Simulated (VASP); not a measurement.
# Mo (Pm-3m) in VASP: a series of runs

Mo is run at these levels: PBEsol; tasks: single point, relaxation of cell and atoms.

Everything below comes from runs of VASP 6.6.1. Logs are shortened: lines on timing, memory, paths and dates and some standing lists are left out, and cuts for length are marked.

## (1) The cell of the first run

Symmetry: Pm-3m, No. 221, cubic system. Conventional cell: a = 2.569 Å, b = 2.569 Å, c = 2.569 Å, α = 90.00°, β = 90.00°, γ = 90.00°. Mo (site symmetry m-3m) has 6 Mo at 2.57 Å within 3.4 Å.

## (2) Single point, PBEsol

Contents of INCAR:

```
  PREC = Accurate
  ENCUT = 520
  EDIFF = 1E-7
  ISMEAR = 0
  SIGMA = 0.1
  LREAL = F
  LASPH = T
  NELM = 100
  ALGO = Normal
  ISIF = 2
  LWAVE = F
  LCHARG = T
  GGA = PS
  LELF = T
  LVHAR = T
  NBANDS = 13
```

Contents of KPOINTS:

```
regular mesh
0
Gamma
  6 6 6
```

Contents of POSCAR:

```
Mo
1.0
    2.5686402870      0.0000000000      0.0000000000
    0.0000000000      2.5686402870      0.0000000000
    0.0000000000      0.0000000000      2.5686402870
Mo
1
Direct
    0.0000000000      0.0000000000      0.0000000000
```

Potentials or basis: VASP PAW PBE potentials, release 64 (Mo_sv).

On the command line:

```
> cat potpaw_PBE.64/Mo_sv/POTCAR > POTCAR
> mpirun -np 1 vasp_std > vasp.out
```

OUTCAR:

```text
PREC = Accurate
   ENCUT = 520
   EDIFF = 1E-7
   ISMEAR = 0
   LREAL = F
   LASPH = T
   NELM = 100
   ISIF = 2
   GGA = PS

 ion  position               nearest neighbor table
   1  0.000  0.000  0.000-

  LATTYP: Found a simple cubic cell.
 ALAT       =     2.5686402870

  Lattice vectors:

 A1 = (   2.5686402870,   0.0000000000,   0.0000000000)
 A2 = (   0.0000000000,   2.5686402870,   0.0000000000)
 A3 = (   0.0000000000,   0.0000000000,   2.5686402870)

Analysis of symmetry for initial positions (statically):
=====================================================================
 Subroutine PRICEL returns:
 Original cell was already a primitive cell.

 Routine SETGRP: Setting up the symmetry group for a
 simple cubic supercell.

 Subroutine GETGRP returns: Found 48 space group operations
 (whereof 48 operations were pure point group operations)
 out of a pool of 48 trial point group operations.

The static configuration has the point symmetry O_h .

Analysis of symmetry for dynamics (positions and initial velocities):
=====================================================================
 Subroutine PRICEL returns:
 Original cell was already a primitive cell.

 Routine SETGRP: Setting up the symmetry group for a
 simple cubic supercell.

 Subroutine GETGRP returns: Found 48 space group operations
 (whereof 48 operations were pure point group operations)
 out of a pool of 48 trial point group operations.

The dynamic configuration has the point symmetry O_h .

 Subroutine INISYM returns: Found 48 space group operations
 (whereof 48 operations are pure point group operations),
 and found     1 'primitive' translations

----------------------------------------------------------------------------------------

                                     Primitive cell

  volume of cell :      16.9477

  direct lattice vectors                    reciprocal lattice vectors
     2.568640287  0.000000000  0.000000000     0.389311032  0.000000000  0.000000000
     0.000000000  2.568640287  0.000000000     0.000000000  0.389311032  0.000000000
     0.000000000  0.000000000  2.568640287     0.000000000  0.000000000  0.389311032

  length of vectors
     2.568640287  2.568640287  2.568640287     0.389311032  0.389311032  0.389311032

  position of ions in fractional coordinates (direct lattice)
     0.000000000  0.000000000  0.000000000

  ion indices of the primitive-cell ions
[... 75 lines left out ...]
   ISIF   =      2    stress and relaxation
   ISYM   =      2    0-nonsym 1-usesym 2-fastsym
   POTIM  = 0.5000    time-step for ionic-motion
   TEBEG  =    0.0;   TEEND  =   0.0 temperature during run
   PSTRESS=    0.0 pullay stress
   NELECT =      14.0000    total number of electrons
   NUPDOWN=      -1.0000    fix difference up-down
   EMIN   =  10.00;   EMAX   =-10.00  energy-range for DOS
   EFERMI =   0.00;   METHOD = LEGACY
   ISMEAR =     0;   SIGMA  =   0.10  broadening in eV -4-tet -1-fermi 0-gaus
   EFERMI_NEDOS =   21; number of points for ismear=-14 and -15
   IALGO  =     38    algorithm
   IMIX   =      4    mixing-type and parameters
     AMIX     =   0.40;   BMIX     =  1.00
     AMIX_MAG =   1.60;   BMIX_MAG =  1.00
  volume/ion in A,a.u.               =      16.95       114.37
  Fermi-wavevector in a.u.,A,eV,Ry     =   1.536081  2.902773 32.103572  2.359546
  Thomas-Fermi vector in A             =   2.642780
   LORBIT       =      0    0 simple, 1 ext, 2 COOP (PROOUT), +10 PAW based schemes
   GGA     = PS    functional components
   LHFCALC =     F    Hartree Fock is set to
   AEXX    =    0.0000 exact exchange contribution
   IVDW    =     0    specifies the selected vdW correction
   LEPSILON=     F    determine dielectric tensor
   LRPA    =     F    only Hartree local field effects (RPA)
 non-spin polarized calculation
 Gauss-broadening in eV      SIGMA  =   0.10
  energy-cutoff  :      520.00
  volume of cell :       16.95
 maximum number of plane-waves:       480
 NGX is ok and might be reduce to    20
   NGX =  9   NGY =  9   NGZ =  9

 number of electron      13.9999994 magnetization

 Free energy of the ion-electron system (eV)
  ---------------------------------------------------
  ext. energy  EPLUGINS =         0.00000000
  ---------------------------------------------------
  free energy    TOTEN  =       -10.65556233 eV

  energy without entropy =      -10.64645791  energy(sigma->0) =      -10.65101012

 E-fermi :  10.9803     XC(G=0): -12.9352

 val. band max:       10.8125068040   @ k =   0.3333   0.3333   0.1667
 cond. band min:      10.9920023755   @ k =   0.3333   0.3333   0.1667
 fundamental gap:      0.1794955715
 Fermi energy:        10.9802643348

 k-point     1 :       0.0000    0.0000    0.0000
  band No.  band energies     occupation
      1     -49.9328      2.00000
      2     -23.1409      2.00000
      3     -23.1409      2.00000
      4     -23.1409      2.00000
      5       4.4427      2.00000
      6       6.7440      2.00000
      7       6.7440      2.00000
      8      15.1400      0.00000
      9      15.1400      0.00000
     10      15.1400      0.00000
     11      26.8233      0.00000
     12      26.8233      0.00000
     13      26.8233      0.00000
[... 290 lines left out ...]
  band No.  band energies     occupation
      1     -49.2735      2.00000
      2     -24.3291      2.00000
      3     -24.3291      2.00000
      4     -24.3291      2.00000
      5       7.1424      2.00000
      6       7.1424      2.00000
      7       7.1424      2.00000
      8      17.7751      0.00000
      9      17.7751      0.00000
     10      18.7095      0.00000
     11      24.3238      0.00000
     12      24.3238      0.00000
     13      24.3238      0.00000

------------------------ aborting loop because EDIFF is reached ----------------------------------------

  FORCE on cell =-STRESS in cart. coord.  units (eV):
  Direction    XX          YY          ZZ          XY          YZ          ZX
  --------------------------------------------------------------------------------------
  -------------------------------------------------------------------------------------
  Total        0.0462357      0.0462357      0.0462357     -0.0000000     -0.0000000      0.0000000
  in kB        4.3709708      4.3709708      4.3709708     -0.0000000     -0.0000000      0.0000000
  external PRESSURE =       4.3709708 kB  Pullay stress =       0.0000000 kB

 VOLUME and BASIS-vectors are now :
 -----------------------------------------------------------------------------
  energy-cutoff  :      520.00
  volume of cell :       16.95
      direct lattice vectors                 reciprocal lattice vectors
     2.568640287  0.000000000  0.000000000     0.389311032  0.000000000  0.000000000
     0.000000000  2.568640287  0.000000000     0.000000000  0.389311032  0.000000000
     0.000000000  0.000000000  2.568640287     0.000000000  0.000000000  0.389311032

 POSITION                                       TOTAL-FORCE (eV/Angst)
 -----------------------------------------------------------------------------------
      0.00000      0.00000      0.00000         0.000000      0.000000      0.000000
 -----------------------------------------------------------------------------------
    total drift:                               -0.000000      0.000000     -0.000000

  FREE ENERGIE OF THE ION-ELECTRON SYSTEM (eV)
  ---------------------------------------------------
  free  energy   TOTEN  =       -10.6555623334 eV

  energy  without entropy=      -10.6464579099  energy(sigma->0) =      -10.65101012
```

OSZICAR:

```text
N       E                     dE             d eps       ncg     rms          rms(c)
DAV:   1     0.952540624783E+02    0.95254E+02   -0.78890E+03   528   0.110E+03
DAV:   2    -0.983494576023E+01   -0.10509E+03   -0.99348E+02   610   0.307E+02
DAV:   3    -0.111417162903E+02   -0.13068E+01   -0.13025E+01   565   0.347E+01
DAV:   4    -0.111448719074E+02   -0.31556E-02   -0.31556E-02   580   0.207E+00
DAV:   5    -0.111448946451E+02   -0.22738E-04   -0.22738E-04   595   0.157E-01    0.141E+01
DAV:   6    -0.107088482786E+02    0.43605E+00   -0.58983E-01   525   0.881E+00    0.445E+00
DAV:   7    -0.106593768766E+02    0.49471E-01   -0.97616E-02   550   0.340E+00    0.783E-01
DAV:   8    -0.106556454206E+02    0.37315E-02   -0.50821E-03   520   0.879E-01    0.148E-01
DAV:   9    -0.106555635100E+02    0.81911E-04   -0.16498E-04   575   0.161E-01    0.322E-02
DAV:  10    -0.106555622371E+02    0.12729E-05   -0.20482E-05   555   0.534E-02    0.163E-02
DAV:  11    -0.106555624145E+02   -0.17743E-06   -0.95446E-07   545   0.112E-02    0.176E-03
DAV:  12    -0.106555623334E+02    0.81138E-07   -0.82144E-08   331   0.328E-03
   1 F= -.10655562E+02 E0= -.10651010E+02  d E =-.910442E-02
```

Wall time 2.9 s (1 thread of AMD EPYC 9R45 (Zen 5), shared host); peak memory 0.09 GiB.

What came out:

```
Free energy            : -10.6556 eV
Pressure               : 0.4 GPa
Band gap on the k mesh : zero (band 7 reaches 12.43 eV, above the bottom of band 8 at 10.20 eV)
```

Levels at points of the mesh, in eV from the Fermi level:
```
           k point  band 3  band 4  band 5  band 6  band 7  band 8  band 9  band 10  band 11  band 12
(0.00, 0.00, 0.00)  -34.12  -34.12   -6.54   -4.24   -4.24    4.16    4.16     4.16    15.84    15.84
(0.50, 0.00, 0.00)  -33.97  -33.97   -3.46   -3.30    0.21    0.75    0.75     4.51     9.70    14.43
(0.50, 0.50, 0.00)  -35.53  -33.82   -5.49   -2.20    1.45    1.45    6.05     6.05     6.56    14.67
(0.50, 0.50, 0.50)  -35.31  -35.31   -3.84   -3.84   -3.84    6.79    6.79     7.73    13.34    13.34
```

Caveat: the k points lie up to 0.41 Å⁻¹ apart; the PAW data sets were made with another functional, which shifts forces and pressure a little.

## (3) Single point, PBEsol

This run uses another cell than the first one, of 16.64 Å³/atom, 0.982 times its volume.

Contents of INCAR:

```
SYSTEM = Mo
PREC = Accurate ; ENCUT = 520
EDIFF = 1E-6 ; ISMEAR = 0
SIGMA = 0.1 ; LREAL = .FALSE.
LASPH = .TRUE. ; NELM = 80
ALGO = Normal ; ISIF = 2
LWAVE = .FALSE. ; LCHARG = .TRUE.
GGA = PS ; LELF = .TRUE.
LVHAR = .TRUE. ; NBANDS = 13
```

Contents of KPOINTS:

```
regular mesh
0
G
  8 8 8
  0 0 0
```

Contents of POSCAR:

```
Mo
1.0
    2.5529747183      0.0000000000      0.0000000000
    0.0000000000      2.5529747183      0.0000000000
    0.0000000000      0.0000000000      2.5529747183
Mo
1
Direct
    0.0000000000      0.0000000000      0.0000000000
```

Potentials or basis: VASP PAW PBE potentials, release 64 (Mo_sv).

On the command line:

```
> cat potpaw_PBE.64/Mo_sv/POTCAR > POTCAR
> mpirun -np 1 vasp_std > vasp.out
```

OUTCAR:

```text
SYSTEM = Mo
   PREC = Accurate
   ENCUT = 520
   EDIFF = 1E-6
   ISMEAR = 0
   LREAL = .FALSE.
   LASPH = .TRUE.
   NELM = 80
   ISIF = 2
   GGA = PS

 ion  position               nearest neighbor table
   1  0.000  0.000  0.000-

  LATTYP: Found a simple cubic cell.
 ALAT       =     2.5529747183

  Lattice vectors:

 A1 = (   2.5529747183,   0.0000000000,   0.0000000000)
 A2 = (   0.0000000000,   2.5529747183,   0.0000000000)
 A3 = (   0.0000000000,   0.0000000000,   2.5529747183)

[... 563 lines left out ...]

 [... further k-points ...]

------------------------ aborting loop because EDIFF is reached ----------------------------------------

  FORCE on cell =-STRESS in cart. coord.  units (eV):
  Direction    XX          YY          ZZ          XY          YZ          ZX
  --------------------------------------------------------------------------------------
  -------------------------------------------------------------------------------------
  Total        0.8062164      0.8062164      0.8062164      0.0000000      0.0000000     -0.0000000
  in kB       77.6287681     77.6287681     77.6287681      0.0000000      0.0000000     -0.0000000
  external PRESSURE =      77.6287681 kB  Pullay stress =       0.0000000 kB

 VOLUME and BASIS-vectors are now :
 -----------------------------------------------------------------------------
  energy-cutoff  :      520.00
  volume of cell :       16.64
      direct lattice vectors                 reciprocal lattice vectors
     2.552974718  0.000000000  0.000000000     0.391699923  0.000000000  0.000000000
     0.000000000  2.552974718  0.000000000     0.000000000  0.391699923  0.000000000
     0.000000000  0.000000000  2.552974718     0.000000000  0.000000000  0.391699923

 POSITION                                       TOTAL-FORCE (eV/Angst)
 -----------------------------------------------------------------------------------
      0.00000      0.00000      0.00000         0.000000      0.000000      0.000000
 -----------------------------------------------------------------------------------
    total drift:                               -0.000000      0.000000     -0.000000

  FREE ENERGIE OF THE ION-ELECTRON SYSTEM (eV)
  ---------------------------------------------------
  free  energy   TOTEN  =       -10.4714053280 eV

  energy  without entropy=      -10.4628743090  energy(sigma->0) =      -10.46713982
```

Wall time 3.8 s (1 thread of AMD EPYC 9R45 (Zen 5), shared host); peak memory 0.09 GiB.

What came out:

| Quantity | Value |
| --- | --- |
| Free energy | -10.4714 eV |
| Pressure | 7.8 GPa |
| Band gap on the k mesh | zero (band 7 reaches 12.89 eV, above the bottom of band 8 at 11.01 eV) |

Levels at points of the mesh, in eV from the Fermi level:
```
           k point  band 5  band 6  band 7  band 8  band 9  band 10
(0.00, 0.00, 0.00)   -6.63   -4.40   -4.40    4.20    4.20     4.20
(0.50, 0.00, 0.00)   -3.54   -3.44    0.19    0.70    0.70     4.56
(0.50, 0.50, 0.00)   -5.68   -2.29    1.42    1.42    6.13     6.13
(0.50, 0.50, 0.50)   -4.00   -4.00   -4.00    6.90    6.90     7.67
```

Caveat: the PAW data sets were made with another functional, which shifts forces and pressure a little.

## (4) Relaxation of cell and atoms, PBEsol

This run uses another cell than the first one, of 16.64 Å³/atom, 0.982 times its volume.

Contents of INCAR:

```
PREC = Accurate
ENCUT = 600
EDIFF = 1E-7
ISMEAR = 0
SIGMA = 0.1
LREAL = False
LASPH = True
NELM = 80
ALGO = Fast
ISIF = 3
LWAVE = False
LCHARG = False
GGA = PS
IBRION = 2
NSW = 90
EDIFFG = -0.04
```

Contents of KPOINTS:

```
Automatic mesh
0
Gamma
  6 6 6
```

POSCAR is that of step 3.

On the command line:

```
> cat potpaw_PBE.64/Mo_sv/POTCAR > POTCAR
> mpirun -np 1 vasp_std > vasp.out
```

Run time: 6.9 s. Hardware: 1 thread of AMD EPYC 9R45 (Zen 5), shared host; peak memory 0.1 GiB.

The run converged. Its results:

```yaml
Free_energy: -10.6552 eV
Relaxed_volume: 16.98 Å³/atom
Relaxed_cell: a = 2.570 Å, b = 2.570 Å, c = 2.570 Å, α = 90.00°, β = 90.00°, γ = 90.00°
Space_group_after_relaxing_to_0.05_Å: Pm-3m (No. 221)
Energy_gained_by_relaxing: 4.6 meV/atom
Ionic_steps: 3
Pressure_after_relaxing: -0.1 GPa
Band_gap_on_the_k_mesh: zero (band 7 reaches 12.40 eV, above the bottom of band 8 at 10.17 eV)
```

The path:
```tsv
step	energy change (eV)	largest force (eV/Å)	pressure (GPa)	volume (Å³)
1	0.0000	0.0000	4.50	16.64
2	0.0195	0.0000	-9.08	17.79
3	-0.0046	0.0000	-0.06	16.98
```

Final structure:
```yaml
crystal:
  lattice:
    - [2.57038, 0.00000, 0.00000]
    - [0.00000, 2.57038, 0.00000]
    - [0.00000, 0.00000, 2.57038]
  atoms:
    - { symbol: Mo, position: [0.00000, 0.00000, 0.00000] }
```

Levels at points of the mesh, in eV from the Fermi level:
```csv
k point,band 4,band 5,band 6,band 7,band 8,band 9,band 10,band 11
"(0.00, 0.00, 0.00)",-34.13,-6.53,-4.23,-4.23,4.15,4.15,4.15,15.82
"(0.50, 0.00, 0.00)",-33.97,-3.46,-3.29,0.20,0.75,0.75,4.50,9.67
"(0.50, 0.50, 0.00)",-33.83,-5.48,-2.20,1.45,1.45,6.04,6.04,6.54
"(0.50, 0.50, 0.50)",-35.31,-3.83,-3.83,-3.83,6.77,6.77,7.73,13.31
```

Caveat: the k points lie up to 0.41 Å⁻¹ apart in the final cell; the PAW data sets were made with another functional, which shifts forces and pressure a little.

## (5) Summary

```tsv
task	cell	k mesh	cutoff (eV)	gap on the mesh (eV)	pressure (GPa)
single point	a = 2.569 Å, 1 atom	6 × 6 × 6	520	none	0.4
single point	a = 2.553 Å, 1 atom	8 × 8 × 8	520	none	7.8
relaxation of cell and atoms	relaxed from a = 2.553 Å, 1 atom	6 × 6 × 6	600	none	-0.1
```

Alike in all rows: level PBEsol; potentials or basis VASP PAW PBE potentials, release 64 (Mo_sv); no spin polarisation; smearing gaussian 0.1 eV.

Caveats: some runs use coarse meshes; the PAW data sets were made with another functional, which shifts forces and pressure a little.

Absolute energies hang on the potentials; compare differences alone.
